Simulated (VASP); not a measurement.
# CaMg2O3 (P-3m1) in VASP: further runs

The runs below take CaMg2O3 through single point, with PBE, r2SCAN.

Everything below comes from runs of VASP 6.6.1. Logs are shortened: lines on timing, memory, paths and dates and some standing lists are left out, and cuts for length are marked.

## Step 1: The cell of the first run

It takes space group P-3m1 (No. 164, trigonal). Conventional cell: a = 3.149 Å, b = 3.149 Å, c = 7.733 Å, α = 90.00°, β = 90.00°, γ = 120.00°. Ca (site symmetry -3m) has 6 O at 2.33 Å within 3.1 Å. Within 2.9 Å of Mg (site symmetry 3m) lie 6 O at 2.18 Å. Within 2.9 Å of O (site symmetry 3m) lie 3 Mg at 2.18 Å and 3 Ca at 2.33 Å. Within 2.9 Å of O (site symmetry -3m) lie 6 Mg at 2.18 Å.

## Step 2: Single point, PBE, collinear spin, ferromagnetic start

INCAR

```
SYSTEM = CaMg2O3
ALGO = Normal
EDIFF = 1E-6
ENCUT = 520
GGA = PE
ISIF = 2
ISMEAR = 0
ISPIN = 2
LASPH = .TRUE.
LCHARG = .FALSE.
LORBIT = 11
LREAL = .FALSE.
LWAVE = .FALSE.
MAGMOM = 0 0 0 1 1 1
NBANDS = 29
NELM = 150
PREC = Accurate
SIGMA = 0.1
```

KPOINTS

```
k-points
0
G
  6 6 4
  0 0 0
```

POSCAR

```
CaMg2O3
1.0
    3.1487951315      0.0000000000      0.0000000000
   -1.5743975658      2.7269365752      0.0000000000
    0.0000000000      0.0000000000      7.7326072258
Ca Mg O
1 2 3
Direct
    0.0000000000      0.0000000000      0.0000000000
    0.3333333333      0.6666666667      0.3436237572
    0.6666666667      0.3333333333      0.6563762428
    0.3333333333      0.6666666667      0.8116721807
    0.6666666667      0.3333333333      0.1883278193
    0.0000000000      0.0000000000      0.5000000000
```

Potentials or basis: VASP PAW PBE potentials, release 64 (Ca_sv, Mg, O).

The run is started by

```bash
$ cat potpaw_PBE.64/Ca_sv/POTCAR potpaw_PBE.64/Mg/POTCAR potpaw_PBE.64/O/POTCAR > POTCAR
$ mpirun -np 1 vasp_std > vasp.out
```

OUTCAR:

```text
SYSTEM = CaMg2O3
   EDIFF = 1E-6
   ENCUT = 520
   GGA = PE
   ISIF = 2
   ISMEAR = 0
   ISPIN = 2
   LASPH = .TRUE.
   LORBIT = 11
   LREAL = .FALSE.
   NELM = 150
   PREC = Accurate

 ion  position               nearest neighbor table
   1  0.000  0.000  0.000-   4 2.33   5 2.33   5 2.33   4 2.33   5 2.33   4 2.33   2 3.22   3 3.22
                             2 3.22   3 3.22   3 3.22   2 3.22
   2  0.333  0.667  0.344-   5 2.18   5 2.18   5 2.18   6 2.18   6 2.18   6 2.18   3 3.03   3 3.03
                             3 3.03   1 3.22   1 3.22   1 3.22
   3  0.667  0.333  0.656-   4 2.18   4 2.18   4 2.18   6 2.18   6 2.18   6 2.18   2 3.03   2 3.03
                             2 3.03   1 3.22   1 3.22   1 3.22
   4  0.333  0.667  0.812-   3 2.18   3 2.18   3 2.18   1 2.33   1 2.33   1 2.33
   5  0.667  0.333  0.188-   2 2.18   2 2.18   2 2.18   1 2.33   1 2.33   1 2.33
   6  0.000  0.000  0.500-   2 2.18   3 2.18   3 2.18   2 2.18   3 2.18   2 2.18

  LATTYP: Found a hexagonal cell.
 ALAT       =     3.1487951315
 C/A-ratio  =     2.4557352584

  Lattice vectors:

 A1 = (   3.1487951315,   0.0000000000,   0.0000000000)
 A2 = (  -1.5743975658,   2.7269365752,   0.0000000000)
 A3 = (   0.0000000000,   0.0000000000,   7.7326072258)

Analysis of symmetry for initial positions (statically):
=====================================================================
 Subroutine PRICEL returns:
 Original cell was already a primitive cell.

 Routine SETGRP: Setting up the symmetry group for a
 hexagonal supercell.

 Subroutine GETGRP returns: Found 12 space group operations
 (whereof 12 operations were pure point group operations)
 out of a pool of 24 trial point group operations.

The static configuration has the point symmetry D_3d.

Analysis of symmetry for dynamics (positions and initial velocities):
=====================================================================
 Subroutine PRICEL returns:
 Original cell was already a primitive cell.

 Routine SETGRP: Setting up the symmetry group for a
 hexagonal supercell.

 Subroutine GETGRP returns: Found 12 space group operations
 (whereof 12 operations were pure point group operations)
 out of a pool of 24 trial point group operations.

The dynamic configuration has the point symmetry D_3d.

Analysis of structural, dynamic, and magnetic symmetry:
=====================================================================
 Subroutine PRICEL returns:
 Original cell was already a primitive cell.

 Routine SETGRP: Setting up the symmetry group for a
 hexagonal supercell.

 Subroutine GETGRP returns: Found 12 space group operations
 (whereof 12 operations were pure point group operations)
 out of a pool of 24 trial point group operations.

The overall configuration has the point symmetry D_3d.

 Subroutine INISYM returns: Found 12 space group operations
 (whereof 12 operations are pure point group operations),
 and found     1 'primitive' translations

----------------------------------------------------------------------------------------

                                     Primitive cell

  volume of cell :      66.3965

  direct lattice vectors                    reciprocal lattice vectors
     3.148795132  0.000000000  0.000000000     0.317581792  0.183355933  0.000000000
    -1.574397566  2.726936575  0.000000000     0.000000000  0.366711866  0.000000000
     0.000000000  0.000000000  7.732607226     0.000000000  0.000000000  0.129322487

  length of vectors
     3.148795132  3.148795132  7.732607226     0.366711866  0.366711866  0.129322487

  position of ions in fractional coordinates (direct lattice)
     0.000000000  0.000000000  0.000000000
     0.333333333  0.666666667  0.343623757
     0.666666667  0.333333333  0.656376243
     0.333333333  0.666666667  0.811672181
     0.666666667  0.333333333  0.188327819
     0.000000000  0.000000000  0.500000000

  ion indices of the primitive-cell ions
   primitive index   ion index
                 1           1
                 2           2
                 3           3
                 4           4
                 5           5
                 6           6

----------------------------------------------------------------------------------------

 KPOINTS: k-points

Automatic generation of k-mesh.
 Grid dimensions read from file:
 generate k-points for:    6    6    4

 Generating k-lattice:

  Cartesian coordinates                     Fractional coordinates (reciprocal lattice)
     0.052930299  0.030559322  0.000000000     0.166666667  0.000000000  0.000000000
     0.000000000  0.061118644  0.000000000     0.000000000  0.166666667  0.000000000
     0.000000000  0.000000000  0.032330622     0.000000000  0.000000000  0.250000000

  Length of vectors
     0.061118644  0.061118644  0.032330622

  Shift w.r.t. Gamma in fractional coordinates (k-lattice)
     0.000000000  0.000000000  0.000000000

 Subroutine IBZKPT returns following result:
[... 76 lines left out ...]
  ---------------------------------------------------
  ext. energy  EPLUGINS =         0.00000000
  ---------------------------------------------------
  free energy    TOTEN  =       -36.14147178 eV

  energy without entropy =      -36.14147178  energy(sigma->0) =      -36.14147178

 E-fermi :   3.3194     XC(G=0): -10.7591

 val. band max:        2.7892709726   @ k =   0.0000   0.0000   0.0000
 cond. band min:       6.8977845672   @ k =   0.0000   0.0000   0.0000
 fundamental gap:      4.1085135946
 Fermi energy:         3.3193945645

 spin component 1

 k-point     1 :       0.0000    0.0000    0.0000
  band No.  band energies     occupation
      1     -34.8236      1.00000
      2     -16.5323      1.00000
      3     -15.5064      1.00000
      4     -15.5064      1.00000
      5     -13.7895      1.00000
      6     -12.9519      1.00000
[... 20 lines left out ...]
     27      17.6744      0.00000
     28      17.6744      0.00000

 k-point     2 :       0.1667    0.0000    0.0000
  band No.  band energies     occupation
      1     -34.7847      1.00000
      2     -16.3795      1.00000
      3     -15.8983      1.00000
      4     -15.5601      1.00000
      5     -13.5371      1.00000
      6     -12.7595      1.00000
[... 674 lines left out ...]
 k-point    24 :       0.3333    0.3333    0.5000
  band No.  band energies     occupation
      1     -34.6459      1.00000
      2     -16.3859      1.00000
      3     -16.3859      1.00000
      4     -15.7205      1.00000
      5     -12.7874      1.00000
      6     -12.4744      1.00000
[... 20 lines left out ...]
     27      15.8765      0.00000
     28      17.0385      0.00000
 Fermi energy:         3.3193945645

 spin component 2

 k-point     1 :       0.0000    0.0000    0.0000
  band No.  band energies     occupation
      1     -34.8236      1.00000
      2     -16.5323      1.00000
      3     -15.5064      1.00000
      4     -15.5064      1.00000
      5     -13.7895      1.00000
      6     -12.9519      1.00000
[... 20 lines left out ...]
     27      17.6743      0.00000
     28      17.6743      0.00000

 k-point     2 :       0.1667    0.0000    0.0000
  band No.  band energies     occupation
      1     -34.7847      1.00000
      2     -16.3795      1.00000
      3     -15.8983      1.00000
      4     -15.5601      1.00000
      5     -13.5371      1.00000
      6     -12.7595      1.00000
[... 674 lines left out ...]
 k-point    24 :       0.3333    0.3333    0.5000
  band No.  band energies     occupation
      1     -34.6459      1.00000
      2     -16.3859      1.00000
      3     -16.3859      1.00000
      4     -15.7205      1.00000
      5     -12.7875      1.00000
      6     -12.4744      1.00000
[... 20 lines left out ...]
     27      15.8764      0.00000
     28      17.0384      0.00000
 [bands above 28 left out]

------------------------ aborting loop because EDIFF is reached ----------------------------------------

  FORCE on cell =-STRESS in cart. coord.  units (eV):
  Direction    XX          YY          ZZ          XY          YZ          ZX
  --------------------------------------------------------------------------------------
  -------------------------------------------------------------------------------------
  Total       -0.0605905     -0.0605905      0.0091122      0.0000000      0.0000000      0.0000000
  in kB       -1.4620762     -1.4620762      0.2198821      0.0000000      0.0000000      0.0000000
  external PRESSURE =      -0.9014234 kB  Pullay stress =       0.0000000 kB

 VOLUME and BASIS-vectors are now :
 -----------------------------------------------------------------------------
  energy-cutoff  :      520.00
  volume of cell :       66.40
      direct lattice vectors                 reciprocal lattice vectors
     3.148795132  0.000000000  0.000000000     0.317581792  0.183355933  0.000000000
    -1.574397566  2.726936575  0.000000000     0.000000000  0.366711866  0.000000000
     0.000000000  0.000000000  7.732607226     0.000000000  0.000000000  0.129322487

 POSITION                                       TOTAL-FORCE (eV/Angst)
 -----------------------------------------------------------------------------------
      0.00000      0.00000      0.00000         0.000000      0.000000      0.000000
     -0.00000      1.81796      2.65711         0.000000     -0.000000      0.006045
      1.57440      0.90898      5.07550         0.000000      0.000000     -0.006045
     -0.00000      1.81796      6.27634        -0.000000     -0.000000     -0.080326
      1.57440      0.90898      1.45627        -0.000000      0.000000      0.080326
      0.00000      0.00000      3.86630         0.000000      0.000000      0.000000
 -----------------------------------------------------------------------------------
    total drift:                                0.000000     -0.000000      0.000000

  FREE ENERGIE OF THE ION-ELECTRON SYSTEM (eV)
  ---------------------------------------------------
  free  energy   TOTEN  =       -36.1414717835 eV

  energy  without entropy=      -36.1414717835  energy(sigma->0) =      -36.14147178

 total charge

# of ion       s       p       d       tot
------------------------------------------
    1        2.051   5.899   0.357   8.307
    2        0.136   0.150   0.061   0.347
    3        0.136   0.150   0.061   0.347
    4        1.547   3.498   0.000   5.045
    5        1.547   3.498   0.000   5.045
    6        1.541   3.500   0.000   5.042
--------------------------------------------------
tot          6.959  16.695   0.479  24.133

 magnetization (x)

# of ion       s       p       d       tot
------------------------------------------
    1        0.000   0.000  -0.000   0.000
    2       -0.000  -0.000  -0.000  -0.000
    3       -0.000  -0.000  -0.000  -0.000
    4        0.000   0.000   0.000   0.000
    5        0.000   0.000   0.000   0.000
    6        0.000   0.000   0.000   0.000
--------------------------------------------------
tot          0.000   0.000  -0.000   0.000
```

It took 87 s on 1 thread of AMD EPYC 7R43 (Zen 3), shared host; peak memory 0.21 GiB.

What came out:

| Property | Result |
| --- | --- |
| Free energy | -36.1415 eV |
| Pressure | -0.1 GPa |
| Largest force | 0.080 eV/Å |
| Band gap on the k mesh | 4.11 eV, direct |
| Net moment | 0.00 μB per cell |
| Valence electrons inside the program's atomic spheres | Ca 8.31; Mg 0.35; O 5.04 |

Forces in eV/Å, atoms in the order of the input:
```
Ca   0.000  0.000  0.000
Mg   0.000  0.000  0.006
Mg   0.000  0.000 -0.006
O    0.000  0.000 -0.080
O    0.000  0.000  0.080
O    0.000  0.000  0.000
```

## Step 3: Single point, r2SCAN

POSCAR is that of step 2.

INCAR.step1

```
SYSTEM = CaMg2O3
PREC = Accurate ; ENCUT = 520
ISMEAR = 0 ; SIGMA = 0.02
LREAL = .False. ; LASPH = .True.
NELM = 80 ; NBANDS = 25
GGA = PE ; ALGO = Normal
EDIFF = 1E-4 ; LWAVE = .True.
LCHARG = .False.
```

INCAR.step2

```
SYSTEM = CaMg2O3
PREC = Accurate ; ENCUT = 520
EDIFF = 1E-7 ; ISMEAR = 0
SIGMA = 0.02 ; LREAL = .False.
LASPH = .True. ; NELM = 80
ALGO = Normal ; ISIF = 2
LWAVE = .False. ; LCHARG = .False.
METAGGA = R2SCAN ; LMIXTAU = .True.
NBANDS = 25 ; ISTART = 1
```

KPOINTS

```
regular mesh
0
Gamma
  12 12 4
  0 0 0
```

Potentials or basis: VASP PAW PBE potentials, release 64 (Ca_sv, Mg, O).

The run is started by

```bash
$ cat potpaw_PBE.64/Ca_sv/POTCAR potpaw_PBE.64/Mg/POTCAR potpaw_PBE.64/O/POTCAR > POTCAR
$ cp INCAR.step1 INCAR
$ mpirun -np 1 vasp_std > vasp.out
$ cp INCAR.step2 INCAR
$ mpirun -np 1 vasp_std > vasp.out
```

Run time: 7.8 min. Hardware: 1 thread of AMD EPYC 7R43 (Zen 3), shared host; peak memory 0.23 GiB.

Results (log left out):

| Property | Result |
| --- | --- |
| Free energy | -51.1851 eV |
| Pressure | -4.1 GPa |
| Largest force | 0.177 eV/Å |
| Band gap on the k mesh | 4.90 eV, direct |

Forces in eV/Å, atoms in the order of the input:
```
Ca   0.000  0.000  0.000
Mg   0.000  0.000  0.025
Mg   0.000  0.000 -0.025
O    0.000  0.000 -0.177
O    0.000  0.000  0.177
O    0.000  0.000  0.000
```

Stress tensor (GPa, compression positive):
```
-4.30  0.00  0.00
 0.00 -4.30  0.00
 0.00  0.00 -3.76
```

Levels at points of the mesh, in eV from the valence-band top:
```
           k point  band 14  band 15  band 16  band 17  band 18  band 19
(0.00, 0.00, 0.00)    -0.13    -0.13     0.00     4.90     6.69     7.75
(0.50, 0.00, 0.00)    -1.00    -0.63    -0.55     5.04     8.62     9.59
(0.00, 0.00, 0.50)    -0.38    -0.30    -0.30     6.04     6.25     6.92
(0.50, 0.00, 0.50)    -0.88    -0.86    -0.75     5.17     8.75     9.45
```

Caveat: the PAW data sets were made with another functional, which shifts forces and pressure a little. r2SCAN opens gaps a little over a GGA but as a rule still falls short of measured ones.

## Step 4: Single point, PBE, collinear spin, ferromagnetic start

This run uses another cell than the first one, of 16.18 Å³/atom, 1.462 times its volume.

INCAR

```
SYSTEM = CaMg2O3
PREC     = Accurate       ! precision mode
ENCUT    = 520            ! plane-wave cutoff, eV
EDIFF    = 1E-6           ! SCF threshold, eV
ISMEAR   = 0              ! smearing method
SIGMA    = 0.1            ! smearing width, eV
LREAL    = .FALSE.        ! projectors in reciprocal space
LASPH    = .TRUE.         ! aspherical terms in the spheres
NELM     = 150            ! most SCF steps
ALGO     = Normal         ! electronic algorithm
ISIF     = 2              ! what is computed and relaxed
LWAVE    = .FALSE.        ! write WAVECAR
LCHARG   = .TRUE.         ! write CHGCAR
ISPIN    = 2              ! spin polarisation
MAGMOM   = 0 0 0 1 1 1    ! initial moments
LORBIT   = 11             ! projections on sites
GGA      = PE             ! functional
LELF     = .TRUE.         ! ELF
LVHAR    = .TRUE.       
NBANDS   = 29             ! bands
```

KPOINTS

```
Automatic mesh
0
G
  6 6 4
  0 0 0
```

POSCAR

```
CaMg2O3
1.0
    4.1182737400      0.0000000000      0.0000000000
   -2.0591368700      3.5665296800      0.0000000000
    0.0000000000      0.0000000000      6.6080725000
Ca Mg O
1 2 3
Direct
    0.0000000000      0.0000000000      0.0000000000
    0.3333333300      0.6666666700      0.2557500000
    0.6666666700      0.3333333300      0.7442500000
    0.3333333300      0.6666666700      0.6460000300
    0.6666666700      0.3333333300      0.3539999700
    0.0000000000      0.0000000000      0.5000000000
```

The run is started by

```bash
$ cat potpaw_PBE.64/Ca_sv/POTCAR potpaw_PBE.64/Mg/POTCAR potpaw_PBE.64/O/POTCAR > POTCAR
$ mpirun -np 1 vasp_std > vasp.out
```

Wall time 3.1 min (1 thread of AMD EPYC 7R43 (Zen 3), shared host); peak memory 0.29 GiB.

Results (log left out):

| Property | Result |
| --- | --- |
| Free energy | -21.4459 eV |
| Pressure | -7.8 GPa |
| Largest force | 4.793 eV/Å |
| Net moment | 1.77 μB per cell |
| Site moments | Ca -0.04; Mg -0.02; O +0.31, +1.05 μB |
| Valence electrons inside the program's atomic spheres | Ca 8.19; Mg 0.29; O 4.78, 4.68 |

Forces in eV/Å, atoms in the order of the input:
```
Ca   0.000  0.000  0.000
Mg   0.000  0.000  4.793
Mg   0.000  0.000 -4.793
O    0.000  0.000  2.361
O    0.000  0.000 -2.361
O    0.000  0.000  0.000
```

Stress tensor (GPa, compression positive):
```
 -5.47   0.00   0.00
  0.00  -5.47   0.00
  0.00   0.00 -12.49
```

Levels at points of the mesh, in eV from the Fermi level:
Spin up:
```csv
k point,band 14,band 15,band 16,band 17,band 18,band 19,band 20,band 21
"(0.00, 0.00, 0.00)",-1.80,-1.47,-1.17,-1.17,1.83,1.83,2.17,2.64
"(0.50, 0.00, 0.00)",-1.96,-1.07,-1.01,-0.27,0.45,2.01,2.76,2.85
"(0.00, 0.00, 0.50)",-2.34,-1.25,-1.25,-0.62,1.12,1.87,1.87,3.16
"(0.50, 0.00, 0.50)",-1.92,-1.34,-1.08,-0.12,0.34,1.96,2.75,3.32
```
Spin down:
| k point | band 11 | band 12 | band 13 | band 14 | band 15 | band 16 | band 17 | band 18 | band 19 | band 20 |
| --- | --- | --- | --- | --- | --- | --- | --- | --- | --- | --- |
| (0.00, 0.00, 0.00) | -1.98 | -1.90 | -1.90 | -1.14 | -1.07 | 0.28 | 0.28 | 1.78 | 1.78 | 2.13 |
| (0.50, 0.00, 0.00) | -2.37 | -2.09 | -1.46 | -1.33 | -0.11 | 0.50 | 0.73 | 0.81 | 2.04 | 2.70 |
| (0.00, 0.00, 0.50) | -2.04 | -1.83 | -1.83 | -1.61 | -0.25 | 0.16 | 0.16 | 1.10 | 1.91 | 1.91 |
| (0.50, 0.00, 0.50) | -2.17 | -1.57 | -1.41 | -1.12 | -0.61 | 0.46 | 0.66 | 0.73 | 2.21 | 2.69 |

Caveat: forces of over 1 eV/Å act on the atoms, so gaps and moduli don't describe the material at rest.

## Step 5: The runs side by side

| level | spin | cell | k mesh | smearing | gap on the mesh (eV) | pressure (GPa) | moment (μB) | largest force (eV/Å) |
| --- | --- | --- | --- | --- | --- | --- | --- | --- |
| PBE | collinear, ferromagnetic start | a = 3.149, b = 3.149, c = 7.733 Å, angles 90.0, 90.0, 120.0°, 6 atoms | 6 × 6 × 4 | gaussian 0.1 eV | 4.11 | -0.1 | 0.00 | 0.08 |
| r2SCAN | off | a = 3.149, b = 3.149, c = 7.733 Å, angles 90.0, 90.0, 120.0°, 6 atoms | 12 × 12 × 4 | gaussian 0.02 eV | 4.90 | -4.1 | - | 0.18 |
| PBE | collinear, ferromagnetic start | a = 4.118, b = 4.118, c = 6.608 Å, angles 90.0, 90.0, 120.0°, 6 atoms | 6 × 6 × 4 | gaussian 0.1 eV | none | -7.8 | 1.77 | 4.79 |

Alike in all rows: task single point; potentials or basis VASP PAW PBE potentials, release 64 (Ca_sv, Mg, O); cutoff (eV) 520.

Caveats: the PAW data sets were made with another functional, which shifts forces and pressure a little (some runs); forces of over 1 eV/Å act on the atoms, so gaps and moduli don't describe the material at rest (some runs).

Absolute energies hang on the potentials; compare differences alone.
